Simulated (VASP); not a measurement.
# CdS (Fm-3m) in VASP: single point with PBEsol

Aim: the single point of CdS with PBEsol.

All numbers are computed with VASP 6.6.1; they aren't measurements. Logs are shortened: lines on timing, memory, paths and dates and some standing lists are left out, and cuts for length are marked.

**1. The cell of the first run**

Symmetry: Fm-3m, No. 225, cubic system. Conventional cell: a = 5.506 Å, b = 5.506 Å, c = 5.506 Å, α = 90.00°, β = 90.00°, γ = 90.00°. Cd (site symmetry m-3m) has 6 S at 2.75 Å within 3.6 Å. S (site symmetry m-3m) has 6 Cd at 2.75 Å within 3.6 Å.

**2. Single point, PBEsol**

File INCAR:

```
PREC = Accurate ; ENCUT = 500
EDIFF = 1E-6 ; ISMEAR = 0
SIGMA = 0.01 ; LREAL = F
LASPH = T ; NELM = 120
ALGO = Normal ; ISIF = 2
LWAVE = F ; LCHARG = F
GGA = PS ; NBANDS = 86
GGA_COMPAT = F
```

File KPOINTS:

```
Automatic mesh
0
Gamma
  2 2 2
```

File POSCAR:

```
CdS
1.0
    0.0000000000      5.5064880000      5.5064880000
    5.5064880000      0.0000000000      5.5064880000
    5.5064880000      5.5064880000      0.0000000000
Cd S
8 8
Direct
    0.0000000000      0.0000000000      0.0000000000
    0.0000000000      0.0000000000      0.5000000000
    0.0000000000      0.5000000000      0.0000000000
    0.0000000000      0.5000000000      0.5000000000
    0.5000000000      0.0000000000      0.0000000000
    0.5000000000      0.0000000000      0.5000000000
    0.5000000000      0.5000000000      0.0000000000
    0.5000000000      0.5000000000      0.5000000000
    0.2500000000      0.2500000000      0.2500000000
    0.2500000000      0.2500000000      0.7500000000
    0.2500000000      0.7500000000      0.2500000000
    0.2500000000      0.7500000000      0.7500000000
    0.7500000000      0.2500000000      0.2500000000
    0.7500000000      0.2500000000      0.7500000000
    0.7500000000      0.7500000000      0.2500000000
    0.7500000000      0.7500000000      0.7500000000
```

Potentials or basis: VASP PAW PBE potentials, release 64 (Cd, S).

Command:

```sh
cat potpaw_PBE.64/Cd/POTCAR potpaw_PBE.64/S/POTCAR > POTCAR
mpirun -np 1 vasp_std > vasp.out
```

OUTCAR:

```text
PREC = Accurate
   ENCUT = 500
   EDIFF = 1E-6
   ISMEAR = 0
   LREAL = F
   LASPH = T
   NELM = 120
   ISIF = 2
   GGA = PS

 ion  position               nearest neighbor table
   1  0.000  0.000  0.000-  10 2.75  11 2.75  12 2.75  13 2.75  14 2.75  15 2.75
   2  0.000  0.000  0.500-   9 2.75  11 2.75  12 2.75  13 2.75  14 2.75  16 2.75
   3  0.000  0.500  0.000-   9 2.75  10 2.75  12 2.75  13 2.75  15 2.75  16 2.75
   4  0.000  0.500  0.500-   9 2.75  10 2.75  11 2.75  14 2.75  15 2.75  16 2.75
   5  0.500  0.000  0.000-   9 2.75  10 2.75  11 2.75  14 2.75  15 2.75  16 2.75
   6  0.500  0.000  0.500-   9 2.75  10 2.75  12 2.75  13 2.75  15 2.75  16 2.75
[... 8 lines left out ...]
  15  0.750  0.750  0.250-   1 2.75   3 2.75   4 2.75   5 2.75   6 2.75   8 2.75
  16  0.750  0.750  0.750-   2 2.75   3 2.75   4 2.75   5 2.75   6 2.75   7 2.75

  LATTYP: Found a face centered cubic cell.
 ALAT       =    11.0129760000

  Lattice vectors:

 A1 = (   0.0000000000,   5.5064880000,   5.5064880000)
 A2 = (   5.5064880000,   0.0000000000,   5.5064880000)
 A3 = (   5.5064880000,   5.5064880000,   0.0000000000)

Analysis of symmetry for initial positions (statically):
=====================================================================
 Subroutine PRICEL returns following result:

  LATTYP: Found a face centered cubic cell.
 ALAT       =     5.5064880000

  Lattice vectors:

 A1 = (   0.0000000000,   2.7532440000,   2.7532440000)
 A2 = (   2.7532440000,   0.0000000000,   2.7532440000)
 A3 = (   2.7532440000,   2.7532440000,   0.0000000000)

   8 primitive cells build up your supercell.

 Routine SETGRP: Setting up the symmetry group for a
 face centered cubic supercell.

 Subroutine GETGRP returns: Found 48 space group operations
 (whereof 48 operations were pure point group operations)
 out of a pool of 48 trial point group operations.

The static configuration has the point symmetry O_h .

Analysis of symmetry for dynamics (positions and initial velocities):
=====================================================================
 Subroutine PRICEL returns following result:

  LATTYP: Found a face centered cubic cell.
 ALAT       =     5.5064880000

  Lattice vectors:

 A1 = (   0.0000000000,   2.7532440000,   2.7532440000)
 A2 = (   2.7532440000,   0.0000000000,   2.7532440000)
 A3 = (   2.7532440000,   2.7532440000,   0.0000000000)

   8 primitive cells build up your supercell.

 Routine SETGRP: Setting up the symmetry group for a
 face centered cubic supercell.

 Subroutine GETGRP returns: Found 48 space group operations
 (whereof 48 operations were pure point group operations)
 out of a pool of 48 trial point group operations.

The dynamic configuration has the point symmetry O_h .

 Subroutine INISYM returns: Found 48 space group operations
 (whereof 48 operations are pure point group operations),
 and found     8 'primitive' translations

----------------------------------------------------------------------------------------

                                     Primitive cell

  volume of cell :      41.7411

  direct lattice vectors                    reciprocal lattice vectors
     0.000000000  2.753244000  2.753244000    -0.181603955  0.181603955  0.181603955
     2.753244000  0.000000000  2.753244000     0.181603955 -0.181603955  0.181603955
     2.753244000  2.753244000  0.000000000     0.181603955  0.181603955 -0.181603955

  length of vectors
     3.893675005  3.893675005  3.893675005     0.314547277  0.314547277  0.314547277

  position of ions in fractional coordinates (direct lattice)
     0.000000000  0.000000000  0.000000000
     0.500000000  0.500000000  0.500000000

  ion indices of the primitive-cell ions
   primitive index   ion index
                 1           1
                 2           9

----------------------------------------------------------------------------------------

 KPOINTS: Automatic mesh

Automatic generation of k-mesh.
 Grid dimensions read from file:
 generate k-points for:    2    2    2

 Generating k-lattice:

  Cartesian coordinates                     Fractional coordinates (reciprocal lattice)
    -0.045400989  0.045400989  0.045400989     0.500000000  0.000000000  0.000000000
     0.045400989 -0.045400989  0.045400989     0.000000000  0.500000000  0.000000000
     0.045400989  0.045400989 -0.045400989     0.000000000  0.000000000  0.500000000

  Length of vectors
     0.078636819  0.078636819  0.078636819

  Shift w.r.t. Gamma in fractional coordinates (k-lattice)
     0.000000000  0.000000000  0.000000000

 Subroutine IBZKPT returns following result:
 ===========================================

 Found      3 irreducible k-points:

 Following reciprocal coordinates:
            Coordinates               Weight
  0.000000  0.000000  0.000000      1.000000
  0.500000  0.000000  0.000000      4.000000
  0.500000  0.500000  0.000000      3.000000
   k-points           NKPTS =      3   k-points in BZ     NKDIM =      3   number of bands    NBANDS=     86
   number of dos      NEDOS =    301   number of ions     NIONS =     16
   total plane-waves  NPLWV = 216000
   dimension x,y,z NGX =    60 NGY =   60 NGZ =   60
   dimension x,y,z NGXF=   120 NGYF=  120 NGZF=  120
   ions per type =               8   8
   NGX,Y,Z   is equivalent  to a cutoff of  12.81, 12.81, 12.81 a.u.
   NGXF,Y,Z  is equivalent  to a cutoff of  25.62, 25.62, 25.62 a.u.
 SYSTEM =  unknown system
   PREC   = accura    normal or accurate (medium, high low for compatibility)
   ISTART =      0    job   : 0-new  1-cont  2-samecut
   ICHARG =      2    charge: 1-file 2-atom 10-const
   ISPIN  =      1    spin polarized calculation?
   LNONCOLLINEAR =      F non collinear calculations
   LSORBIT =      F    spin-orbit coupling
   LASPH  =      T    aspherical Exc in radial PAW
   ENCUT  =  500.0 eV  36.75 Ry    6.06 a.u.  14.20 14.20 14.20*2*pi/ulx,y,z
   NELM   =    120;   NELMIN=  2; NELMDL= -5     # of ELM steps
   EDIFF  = 0.1E-05   stopping-criterion for ELM
   LREAL  =      F    real-space projection
   EDIFFG = 0.1E-04   stopping-criterion for IOM
   NSW    =      0    number of steps for IOM
   IBRION =     -1    ionic relax: 0-MD 1-quasi-New 2-CG
   NFREE  =      0    steps in history (QN), initial steepest desc. (CG)
   ISIF   =      2    stress and relaxation
   ISYM   =      2    0-nonsym 1-usesym 2-fastsym
   POTIM  = 0.5000    time-step for ionic-motion
   TEBEG  =    0.0;   TEEND  =   0.0 temperature during run
   PSTRESS=    0.0 pullay stress
   NELECT =     144.0000    total number of electrons
   NUPDOWN=      -1.0000    fix difference up-down
   EMIN   =  10.00;   EMAX   =-10.00  energy-range for DOS
   EFERMI =   0.00;   METHOD = LEGACY
   ISMEAR =     0;   SIGMA  =   0.01  broadening in eV -4-tet -1-fermi 0-gaus
   EFERMI_NEDOS =   21; number of points for ismear=-14 and -15
   IALGO  =     38    algorithm
   IMIX   =      4    mixing-type and parameters
     AMIX     =   0.40;   BMIX     =  1.00
     AMIX_MAG =   1.60;   BMIX_MAG =  1.00
  volume/ion in A,a.u.               =      20.87       140.84
  Fermi-wavevector in a.u.,A,eV,Ry     =   1.236833  2.337275 20.813583  1.529755
  Thomas-Fermi vector in A             =   2.371425
   LORBIT       =      0    0 simple, 1 ext, 2 COOP (PROOUT), +10 PAW based schemes
   GGA     = PS    functional components
   LHFCALC =     F    Hartree Fock is set to
   AEXX    =    0.0000 exact exchange contribution
   IVDW    =     0    specifies the selected vdW correction
   LEPSILON=     F    determine dielectric tensor
   LRPA    =     F    only Hartree local field effects (RPA)
 non-spin polarized calculation
 Gauss-broadening in eV      SIGMA  =   0.01
  energy-cutoff  :      500.00
  volume of cell :      333.93
 maximum number of plane-waves:      8514
 NGX is ok and might be reduce to    60
   NGX = 29   NGY = 29   NGZ = 29

 number of electron     144.0000041 magnetization

 Free energy of the ion-electron system (eV)
  ---------------------------------------------------
  ext. energy  EPLUGINS =         0.00000000
  ---------------------------------------------------
  free energy    TOTEN  =       -52.27603318 eV

  energy without entropy =      -52.27603318  energy(sigma->0) =      -52.27603318

 E-fermi :   2.7046     XC(G=0): -10.5001

 val. band max:        2.6634283627   @ k =   0.0000   0.0000   0.0000
 cond. band min:       2.7447019927   @ k =   0.0000   0.0000   0.0000
 fundamental gap:      0.0812736299
 Fermi energy:         2.7046444816

 k-point     1 :       0.0000    0.0000    0.0000
  band No.  band energies     occupation
      1     -10.0187      2.00000
      2      -9.1282      2.00000
      3      -9.1282      2.00000
      4      -9.1282      2.00000
      5      -8.8979      2.00000
      6      -8.8979      2.00000
[... 76 lines left out ...]
     83       8.4306      0.00000
     84       8.4306      0.00000

 k-point     2 :       0.5000    0.0000    0.0000
  band No.  band energies     occupation
      1      -9.5322      2.00000
      2      -9.5322      2.00000
      3      -9.0244      2.00000
      4      -9.0244      2.00000
      5      -9.0244      2.00000
      6      -9.0244      2.00000
[... 76 lines left out ...]
     83       8.6961      0.00000
     84       8.6961      0.00000

 k-point     3 :       0.5000    0.5000    0.0000
  band No.  band energies     occupation
      1      -9.4718      2.00000
      2      -9.4718      2.00000
      3      -9.0775      2.00000
      4      -9.0775      2.00000
      5      -9.0775      2.00000
      6      -9.0775      2.00000
[... 76 lines left out ...]
     83       7.9231      0.00000
     84       7.9231      0.00000
 [bands above 84 left out]

------------------------ aborting loop because EDIFF is reached ----------------------------------------

  FORCE on cell =-STRESS in cart. coord.  units (eV):
  Direction    XX          YY          ZZ          XY          YZ          ZX
  --------------------------------------------------------------------------------------
  -------------------------------------------------------------------------------------
  Total       -7.5405397     -7.5405397     -7.5405397     -0.0000000     -0.0000000      0.0000000
  in kB      -36.1791973    -36.1791973    -36.1791973     -0.0000000     -0.0000000      0.0000000
  external PRESSURE =     -36.1791973 kB  Pullay stress =       0.0000000 kB

 VOLUME and BASIS-vectors are now :
 -----------------------------------------------------------------------------
  energy-cutoff  :      500.00
  volume of cell :      333.93
      direct lattice vectors                 reciprocal lattice vectors
     0.000000000  5.506488000  5.506488000    -0.090801978  0.090801978  0.090801978
     5.506488000  0.000000000  5.506488000     0.090801978 -0.090801978  0.090801978
     5.506488000  5.506488000  0.000000000     0.090801978  0.090801978 -0.090801978

 POSITION                                       TOTAL-FORCE (eV/Angst)
 -----------------------------------------------------------------------------------
      0.00000      0.00000      0.00000         0.000000     -0.000000     -0.000000
      2.75324      2.75324      0.00000        -0.000000     -0.000000     -0.000000
      2.75324      0.00000      2.75324         0.000000     -0.000000      0.000000
      5.50649      2.75324      2.75324         0.000000      0.000000     -0.000000
      0.00000      2.75324      2.75324        -0.000000      0.000000      0.000000
      2.75324      5.50649      2.75324        -0.000000      0.000000      0.000000
[... 8 lines left out ...]
      5.50649      5.50649      8.25973         0.000000      0.000000     -0.000000
      8.25973      8.25973      8.25973         0.000000     -0.000000      0.000000
 -----------------------------------------------------------------------------------
    total drift:                               -0.000000     -0.000000     -0.000000

  FREE ENERGIE OF THE ION-ELECTRON SYSTEM (eV)
  ---------------------------------------------------
  free  energy   TOTEN  =       -52.2760331838 eV

  energy  without entropy=      -52.2760331833  energy(sigma->0) =      -52.27603318
```

It took 3.4 min on 1 thread of Intel Xeon Platinum 8259CL at 2.50GHz (Skylake/Cascade Lake), shared host; peak memory 0.5 GiB.

Results:

```yaml
Free_energy: -52.2760 eV
Pressure: -3.6 GPa
Band_gap_on_the_k_mesh: 0.08 eV
```

Caveat: the k points lie up to 0.49 Å⁻¹ apart; semilocal functionals underestimate gaps, and a narrow one can read as zero; the PAW data sets were made with another functional, which shifts forces and pressure a little.
